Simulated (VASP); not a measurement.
# WS2 in VASP: single point with LDA

Aim: the single point of WS2 with LDA.

Program: VASP 6.6.1. These are calculated values, not measurements. Logs are shortened: lines on timing, memory, paths and dates and some standing lists are left out, and cuts for length are marked.

## Step 1: The cell of the first run

The cell holds a slab with vacuum, 3 atoms: a = 3.184 Å, b = 3.184 Å, c = 16.951 Å, α = 90.00°, β = 90.00°, γ = 120.00°.

## Step 2: Single point, LDA

INCAR reads:

```
SYSTEM = WS2
ALGO     = Normal         ! electronic algorithm
EDIFF    = 1E-6           ! SCF threshold, eV
ENCUT    = 520            ! plane-wave cutoff, eV
GGA      = CA             ! functional
ISIF     = 2              ! what is computed and relaxed
ISMEAR   = 0              ! smearing method
LASPH    = .TRUE.         ! aspherical terms in the spheres
LCHARG   = .TRUE.         ! write CHGCAR
LELF     = .TRUE.         ! ELF
LREAL    = .FALSE.        ! projectors in reciprocal space
LVHAR    = .TRUE.       
LWAVE    = .FALSE.        ! write WAVECAR
NBANDS   = 20             ! bands
NELM     = 100            ! most SCF steps
PREC     = Accurate       ! precision mode
SIGMA    = 0.05           ! smearing width, eV
```

KPOINTS reads:

```
k-points
0
G
  12 12 2
  0 0 0
```

POSCAR reads:

```
WS2
1.0
    3.1835163552      0.0000000000      0.0000000000
   -1.5917581776      2.7570060369      0.0000000000
    0.0000000000      0.0000000000     16.9505778900
W S
1 2
Direct
    0.3333333333      0.6666666667      0.0000000000
    0.6666666667      0.3333333333      0.9079994900
    0.6666666667      0.3333333333      0.0920005100
```

Potentials or basis: VASP PAW LDA potentials, release 64 (W_sv, S).

Launch:

```console
$ cat potpaw_LDA.64/W_sv/POTCAR potpaw_LDA.64/S/POTCAR > POTCAR
$ mpirun -np 1 vasp_std > vasp.out
```

OUTCAR:

```text
SYSTEM = WS2
   EDIFF = 1E-6
   ENCUT = 520
   GGA = CA
   ISIF = 2
   ISMEAR = 0
   LASPH = .TRUE.
   LREAL = .FALSE.
   NELM = 100
   PREC = Accurate

 ion  position               nearest neighbor table
   1  0.333  0.667  0.000-   2 2.41   3 2.41   2 2.41   3 2.41   2 2.41   3 2.41
   2  0.667  0.333  0.908-   1 2.41   1 2.41   1 2.41
   3  0.667  0.333  0.092-   1 2.41   1 2.41   1 2.41

  LATTYP: Found a hexagonal cell.
 ALAT       =     3.1835163552
 C/A-ratio  =     5.3244827413

  Lattice vectors:

 A1 = (   3.1835163552,   0.0000000000,   0.0000000000)
 A2 = (  -1.5917581776,   2.7570060369,   0.0000000000)
 A3 = (   0.0000000000,   0.0000000000,  16.9505778900)

Analysis of symmetry for initial positions (statically):
=====================================================================
 Subroutine PRICEL returns:
 Original cell was already a primitive cell.

 Routine SETGRP: Setting up the symmetry group for a
 hexagonal supercell.

 Subroutine GETGRP returns: Found 12 space group operations
 (whereof 12 operations were pure point group operations)
 out of a pool of 24 trial point group operations.

The static configuration has the point symmetry D_3h.

Analysis of symmetry for dynamics (positions and initial velocities):
=====================================================================
 Subroutine PRICEL returns:
 Original cell was already a primitive cell.

 Routine SETGRP: Setting up the symmetry group for a
 hexagonal supercell.

 Subroutine GETGRP returns: Found 12 space group operations
 (whereof 12 operations were pure point group operations)
 out of a pool of 24 trial point group operations.

The dynamic configuration has the point symmetry D_3h.

 Subroutine INISYM returns: Found 12 space group operations
 (whereof 12 operations are pure point group operations),
 and found     1 'primitive' translations

----------------------------------------------------------------------------------------

                                     Primitive cell

  volume of cell :     148.7748

  direct lattice vectors                    reciprocal lattice vectors
     3.183516355  0.000000000  0.000000000     0.314118066  0.181356150  0.000000000
    -1.591758178  2.757006037  0.000000000     0.000000000  0.362712300  0.000000000
     0.000000000  0.000000000 16.950577890     0.000000000  0.000000000  0.058995039

  length of vectors
     3.183516355  3.183516355 16.950577890     0.362712300  0.362712300  0.058995039

  position of ions in fractional coordinates (direct lattice)
     0.333333333  0.666666667  0.000000000
     0.666666667  0.333333333  0.907999490
     0.666666667  0.333333333  0.092000510

  ion indices of the primitive-cell ions
   primitive index   ion index
                 1           1
                 2           2
                 3           3

----------------------------------------------------------------------------------------

 KPOINTS: k-points

Automatic generation of k-mesh.
 Grid dimensions read from file:
 generate k-points for:   12   12    2

 Generating k-lattice:

  Cartesian coordinates                     Fractional coordinates (reciprocal lattice)
     0.026176505  0.015113012  0.000000000     0.083333333 -0.000000000  0.000000000
     0.000000000  0.030226025  0.000000000     0.000000000  0.083333333  0.000000000
     0.000000000  0.000000000  0.029497519     0.000000000  0.000000000  0.500000000

  Length of vectors
     0.030226025  0.030226025  0.029497519

  Shift w.r.t. Gamma in fractional coordinates (k-lattice)
     0.000000000  0.000000000  0.000000000

 Subroutine IBZKPT returns following result:
 ===========================================

 Found     38 irreducible k-points:

 Following reciprocal coordinates:
            Coordinates               Weight
  0.000000  0.000000  0.000000      1.000000
  0.083333  0.000000  0.000000      6.000000
  0.166667  0.000000  0.000000      6.000000
  0.250000  0.000000  0.000000      6.000000
  0.333333 -0.000000  0.000000      6.000000
  0.416667  0.000000  0.000000      6.000000
[... 16 lines left out ...]
  0.250000  0.000000  0.500000      6.000000
  0.333333 -0.000000  0.500000      6.000000
 [... further k-points ...]
   k-points           NKPTS =     38   k-points in BZ     NKDIM =     38   number of bands    NBANDS=     20
   number of dos      NEDOS =    301   number of ions     NIONS =      3
   total plane-waves  NPLWV =  72576
   dimension x,y,z NGX =    24 NGY =   24 NGZ =  126
   dimension x,y,z NGXF=    48 NGYF=   48 NGZF=  252
   ions per type =               1   2
   NGX,Y,Z   is equivalent  to a cutoff of  12.53, 12.53, 12.36 a.u.
   NGXF,Y,Z  is equivalent  to a cutoff of  25.07, 25.07, 24.72 a.u.
 SYSTEM =  WS2
   PREC   = accura    normal or accurate (medium, high low for compatibility)
   ISTART =      0    job   : 0-new  1-cont  2-samecut
   ICHARG =      2    charge: 1-file 2-atom 10-const
   ISPIN  =      1    spin polarized calculation?
   LNONCOLLINEAR =      F non collinear calculations
   LSORBIT =      F    spin-orbit coupling
   LASPH  =      T    aspherical Exc in radial PAW
   ENCUT  =  520.0 eV  38.22 Ry    6.18 a.u.   5.92  5.92 31.52*2*pi/ulx,y,z
   NELM   =    100;   NELMIN=  2; NELMDL= -5     # of ELM steps
   EDIFF  = 0.1E-05   stopping-criterion for ELM
   LREAL  =      F    real-space projection
   EDIFFG = 0.1E-04   stopping-criterion for IOM
   NSW    =      0    number of steps for IOM
   IBRION =     -1    ionic relax: 0-MD 1-quasi-New 2-CG
   NFREE  =      0    steps in history (QN), initial steepest desc. (CG)
   ISIF   =      2    stress and relaxation
   ISYM   =      2    0-nonsym 1-usesym 2-fastsym
   POTIM  = 0.5000    time-step for ionic-motion
   TEBEG  =    0.0;   TEEND  =   0.0 temperature during run
   PSTRESS=    0.0 pullay stress
   NELECT =      26.0000    total number of electrons
   NUPDOWN=      -1.0000    fix difference up-down
   EMIN   =  10.00;   EMAX   =-10.00  energy-range for DOS
   EFERMI =   0.00;   METHOD = LEGACY
   ISMEAR =     0;   SIGMA  =   0.05  broadening in eV -4-tet -1-fermi 0-gaus
   EFERMI_NEDOS =   21; number of points for ismear=-14 and -15
   IALGO  =     38    algorithm
   IMIX   =      4    mixing-type and parameters
     AMIX     =   0.40;   BMIX     =  1.00
     AMIX_MAG =   1.60;   BMIX_MAG =  1.00
  volume/ion in A,a.u.               =      49.59       334.66
  Fermi-wavevector in a.u.,A,eV,Ry     =   0.915285  1.729637 11.398226  0.837746
  Thomas-Fermi vector in A             =   2.040009
   LORBIT       =      0    0 simple, 1 ext, 2 COOP (PROOUT), +10 PAW based schemes
   GGA     = CA    functional components
   LHFCALC =     F    Hartree Fock is set to
   AEXX    =    0.0000 exact exchange contribution
   IVDW    =     0    specifies the selected vdW correction
   LEPSILON=     F    determine dielectric tensor
   LRPA    =     F    only Hartree local field effects (RPA)
 non-spin polarized calculation
 Gauss-broadening in eV      SIGMA  =   0.05
  energy-cutoff  :      520.00
  volume of cell :      148.77
 maximum number of plane-waves:      4032
 NGX is ok and might be reduce to    24
   NGX = 11   NGY = 11   NGZ = 63

 number of electron      25.9999999 magnetization

 Free energy of the ion-electron system (eV)
  ---------------------------------------------------
  ext. energy  EPLUGINS =         0.00000000
  ---------------------------------------------------
  free energy    TOTEN  =       -26.11643630 eV

  energy without entropy =      -26.11643630  energy(sigma->0) =      -26.11643630

 E-fermi :  -1.0659     XC(G=0):  -4.6387

 val. band max:       -1.4529953769   @ k =   0.0000   0.0000   0.5000
 cond. band min:       0.3305263602   @ k =   0.3333   0.3333   0.0000
 fundamental gap:      1.7835217371
 Fermi energy:        -1.0659460433

 k-point     1 :       0.0000    0.0000    0.0000
  band No.  band energies     occupation
      1     -74.9872      2.00000
      2     -39.4953      2.00000
      3     -39.3359      2.00000
      4     -39.3359      2.00000
      5     -16.1092      2.00000
      6     -14.4282      2.00000
[... 12 lines left out ...]
     19       4.2670      0.00000
     20       4.2735      0.00000

 k-point     2 :       0.0833    0.0000    0.0000
  band No.  band energies     occupation
      1     -74.9861      2.00000
      2     -39.4911      2.00000
      3     -39.3593      2.00000
      4     -39.3413      2.00000
      5     -15.9936      2.00000
      6     -14.3873      2.00000
[... 12 lines left out ...]
     19       4.4025      0.00000
     20       4.5858      0.00000

 k-point     3 :       0.1667    0.0000    0.0000
  band No.  band energies     occupation
      1     -74.9829      2.00000
      2     -39.4797      2.00000
      3     -39.4225      2.00000
      4     -39.3561      2.00000
      5     -15.6648      2.00000
      6     -14.2710      2.00000
[... 12 lines left out ...]
     19       4.7885      0.00000
     20       5.4645      0.00000

 k-point     4 :       0.2500    0.0000    0.0000
  band No.  band energies     occupation
      1     -74.9786      2.00000
      2     -39.5078      2.00000
      3     -39.4640      2.00000
      4     -39.3762      2.00000
      5     -15.1764      2.00000
      6     -14.1004      2.00000
[... 12 lines left out ...]
     19       5.3608      0.00000
     20       6.0250      0.00000

 k-point     5 :       0.3333   -0.0000    0.0000
  band No.  band energies     occupation
      1     -74.9743      2.00000
      2     -39.5918      2.00000
      3     -39.4483      2.00000
      4     -39.3962      2.00000
      5     -14.6240      2.00000
      6     -13.9132      2.00000
[... 12 lines left out ...]
     19       5.8965      0.00000
     20       5.9468      0.00000
[... 353 lines left out ...]
      6     -14.3873      2.00000
[... 12 lines left out ...]
     19       4.2144      0.00000
     20       4.7569      0.00000

 k-point    22 :       0.1667    0.0000    0.5000
  band No.  band energies     occupation
      1     -74.9829      2.00000
      2     -39.4797      2.00000
      3     -39.4225      2.00000
      4     -39.3561      2.00000
      5     -15.6648      2.00000
      6     -14.2710      2.00000
[... 12 lines left out ...]
     19       4.6109      0.00000
     20       5.7313      0.00000

 k-point    23 :       0.2500    0.0000    0.5000
  band No.  band energies     occupation
      1     -74.9786      2.00000
      2     -39.5078      2.00000
      3     -39.4640      2.00000
      4     -39.3762      2.00000
      5     -15.1764      2.00000
      6     -14.1004      2.00000
[... 12 lines left out ...]
     19       5.2209      0.00000
     20       6.2886      0.00000

 k-point    24 :       0.3333   -0.0000    0.5000
  band No.  band energies     occupation
      1     -74.9743      2.00000
      2     -39.5918      2.00000
      3     -39.4483      2.00000
      4     -39.3962      2.00000
      5     -14.6240      2.00000
      6     -13.9132      2.00000
[... 12 lines left out ...]
     19       5.8494      0.00000
     20       5.9953      0.00000

 [... further k-points ...]
[... 5 lines left out ...]
  --------------------------------------------------------------------------------------
  -------------------------------------------------------------------------------------
  Total       -2.1420299     -2.1420299     -1.1433384      0.0000000      0.0000000      0.0000000
  in kB      -23.0678334    -23.0678334    -12.3127779      0.0000000      0.0000000      0.0000000
  external PRESSURE =     -19.4828149 kB  Pullay stress =       0.0000000 kB

 VOLUME and BASIS-vectors are now :
 -----------------------------------------------------------------------------
  energy-cutoff  :      520.00
  volume of cell :      148.77
      direct lattice vectors                 reciprocal lattice vectors
     3.183516355  0.000000000  0.000000000     0.314118066  0.181356150  0.000000000
    -1.591758178  2.757006037  0.000000000     0.000000000  0.362712300  0.000000000
     0.000000000  0.000000000 16.950577890     0.000000000  0.000000000  0.058995039

 POSITION                                       TOTAL-FORCE (eV/Angst)
 -----------------------------------------------------------------------------------
     -0.00000      1.83800      0.00000        -0.000000      0.000000      0.000000
      1.59176      0.91900     15.39112         0.000000     -0.000000      0.357272
      1.59176      0.91900      1.55946         0.000000     -0.000000     -0.357272
 -----------------------------------------------------------------------------------
    total drift:                               -0.000000      0.000000     -0.000000

  FREE ENERGIE OF THE ION-ELECTRON SYSTEM (eV)
  ---------------------------------------------------
  free  energy   TOTEN  =       -26.1164363031 eV

  energy  without entropy=      -26.1164363031  energy(sigma->0) =      -26.11643630
```

It took 3 min on 1 thread of AMD EPYC 7R13, shared host; peak memory 0.24 GiB.

Results:

| Item | Value |
| --- | --- |
| Free energy | -26.1164 eV |
| Largest force | 0.357 eV/Å |
| Band gap on the k mesh | 1.78 eV |

Forces on the atoms (eV/Å):
```
W    0.000  0.000  0.000
S    0.000  0.000  0.357
S    0.000  0.000 -0.357
```

Levels at points of the mesh, in eV from the valence-band top:
```csv
k point,band 11,band 12,band 13,band 14,band 15,band 16
"(0.00, 0.00, 0.00)",-1.63,-1.63,0.00,2.90,2.90,3.10
"(0.50, 0.00, 0.00)",-2.04,-1.22,-0.87,2.82,3.29,4.04
"(0.00, 0.00, 0.50)",-1.63,-1.63,0.00,2.90,2.90,3.10
"(0.50, 0.00, 0.50)",-2.04,-1.22,-0.87,2.82,3.29,4.04
```

Caveat: spin-orbit coupling is left out, which moves the levels of the heavy elements.
